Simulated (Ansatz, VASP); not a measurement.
One calculation of Ti4H3, two programs

File POSCAR:

```
Ti4H3
1.0
    4.2211100700      0.0000000000      0.0000000000
    0.0000000000      4.2211100700      0.0000000000
    0.0000000000      0.0000000000      4.3689090200
Ti H
4 3
Direct
    0.2554910300      0.2554910300      0.2597206300
    0.7445089700      0.7445089700      0.2597206300
    0.7445089700      0.2554910300      0.7402793700
    0.2554910300      0.7445089700      0.7402793700
    0.0000000000      0.0000000000      0.0000000000
    0.0000000000      0.0000000000      0.5000000000
    0.5000000000      0.5000000000      0.0000000000
```

INCAR.step1

```
SYSTEM = Ti4H3
PREC = Accurate
ENCUT = 520
ISMEAR = 0
SIGMA = 0.1
LREAL = .FALSE.
LASPH = .TRUE.
NELM = 60
NBANDS = 34
GGA = PE
ALGO = Normal
EDIFF = 1E-4
LWAVE = .TRUE.
LCHARG = .FALSE.
```

INCAR.step2

```
SYSTEM = Ti4H3
PREC = Accurate
ENCUT = 520
EDIFF = 1E-7
ISMEAR = 0
SIGMA = 0.1
LREAL = .FALSE.
LASPH = .TRUE.
NELM = 60
ALGO = Normal
ISIF = 2
LWAVE = .FALSE.
LCHARG = .TRUE.
METAGGA = R2SCAN
LMIXTAU = .TRUE.
LELF = .TRUE.
LVHAR = .TRUE.
NBANDS = 34
ISTART = 1
```

File KPOINTS:

```
regular mesh
0
G
  4 4 4
  0 0 0
```

Input for Ansatz:

```yaml
crystal:
  lattice:
    - [4.22111007, 0.0, 0.0]
    - [0.0, 4.22111007, 0.0]
    - [0.0, 0.0, 4.36890902]
  atoms:
    - { symbol: Ti, position: [0.25549103, 0.25549103, 0.25972063] }
    - { symbol: Ti, position: [0.74450897, 0.74450897, 0.25972063] }
    - { symbol: Ti, position: [0.74450897, 0.25549103, 0.74027937] }
    - { symbol: Ti, position: [0.25549103, 0.74450897, 0.74027937] }
    - { symbol: H, position: [0.0, 0.0, 0.0] }
    - { symbol: H, position: [0.0, 0.0, 0.5] }
    - { symbol: H, position: [0.5, 0.5, 0.0] }
basis:
  ecutwfc: 500
kpoints:
  mp_grid: { grid: [4, 4, 4] }
hamiltonian:
  xc: r2scan
scf:
  occupations: { method: gaussian, width: 0.1 }
  lower_state_search: "off"
output:
  forces: true
  stress: true
  eigenvalues: true
```

Alike in both runs: task single point; functional r2SCAN; k mesh 4 × 4 × 4; occupations gaussian, width 0.1 eV; no spin polarisation.

|  | VASP | Ansatz |
| --- | --- | --- |
| version | VASP 6.6.1 | Ansatz 0.2.0 |
| potentials or method | VASP PAW PBE potentials, release 64 (Ti_sv, H), cutoff 520 eV | scalar-relativistic, plane waves, PAW |
| valence electrons in the cell | 51 | 51 |

|  | VASP | Ansatz | Ansatz less VASP |
| --- | --- | --- | --- |
| gap on the k mesh at the Fermi level (eV) | none | none | - |
| pressure (GPa) | 0.1 | -0.3 | -0.39 |
| traceless stress, the component that is largest in VASP (GPa) | 0.14 | 0.13 | -0.008 |
| rms of the force components (eV/Å) | 0.008 | 0.013 | +0.0050 |

VASP's potentials were made for PBE, not for r2SCAN. Atom by atom the forces differ by 0.005 eV/Å (rms over components). A gap of «none» marks a metal or a gap that the smearing closes. With one functional, cell and mesh, what is left measures potentials, basis and numerics.

The k mesh is coarse, so the values compare programs but aren't converged.
